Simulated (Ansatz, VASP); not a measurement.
# Cr in VASP and in Ansatz

The input INCAR:

```
SYSTEM = Cr
PREC = Accurate ; ENCUT = 520
EDIFF = 1E-6 ; ISMEAR = -1
SIGMA = 0.05 ; LREAL = .FALSE.
LASPH = .TRUE. ; NELM = 150
ALGO = Normal ; ISIF = 2
LWAVE = .FALSE. ; LCHARG = .FALSE.
ISPIN = 2 ; MAGMOM = 1.45 -1.45
LORBIT = 11 ; LMAXMIX = 4
GGA = CA ; NBANDS = 23
```

Contents of KPOINTS:

```
regular mesh
0
G
  12 12 12
  0 0 0
```

The input POSCAR:

```
Cr
1.0
    0.0000000000      2.4008978844      2.4008978844
    2.4008978844      0.0000000000      2.4008978844
    2.4008978844      2.4008978844      0.0000000000
Cr
2
Direct
    0.1250000000      0.1250000000      0.1250000000
    0.8750000000      0.8750000000      0.8750000000
```

Input for Ansatz:

```yaml
crystal:
  lattice:
    - [0.0, 2.4008978844, 2.4008978844]
    - [2.4008978844, 0.0, 2.4008978844]
    - [2.4008978844, 2.4008978844, 0.0]
  atoms:
    - { symbol: Cr, position: [0.125, 0.125, 0.125], spin: 1.45 }
    - { symbol: Cr, position: [0.875, 0.875, 0.875], spin: -1.45 }
hamiltonian:
  xc: lda
  pseudopotentials:
    kind: paw
    azcp:
      Cr: "pseudopotentials/Cr.paw.azcp"
basis:
  ecutwfc: 420
  fft_grid_basis: typed
kpoints:
  mp_grid: { grid: [12, 12, 12], shift: [0, 0, 0] }
magnetization:
  spin_polarized: true
scf:
  occupations: { method: fermi_dirac, width: 0.05 }
  lower_state_search: "off"
output:
  stress: true
  write_density: true
  write_potential: true
  elf: true
  volumetric_format: npy
```

Alike in both runs: task single point; functional LDA; k mesh 12 × 12 × 12; occupations fermi-dirac, width 0.05 eV; collinear spin.

```csv
,VASP,Ansatz
version,VASP 6.6.1,Ansatz 0.2.0
potentials or method,"VASP PAW LDA potentials, release 64 (Cr_pv), cutoff 520 eV","plane waves (420 eV) with PAW, scalar-relativistic"
valence electrons in the cell,24,28
```

VASP gave:

- pressure (GPa): 14.2
- net moment per atom (μB): 0.00
- size of the moment on the site where the two differ most (μB): 0.00

Problem. What did Ansatz give for the same quantities?

Solution. Pressure (GPa): 13.1; net moment per atom (μB): 0.00; size of the moment on the site where the two differ most (μB): 0.47.

Ansatz warns that its potentials were made for another functional, while VASP's fit it. LDA's correlation is that of Perdew and Zunger in VASP and of Perdew and Wang (1992) in Ansatz. Site moments also hang on the region over which each program counts them. VASP's potentials hold 24 valence electrons a cell and Ansatz's 28, so a difference there can come from the potentials and not from the codes.
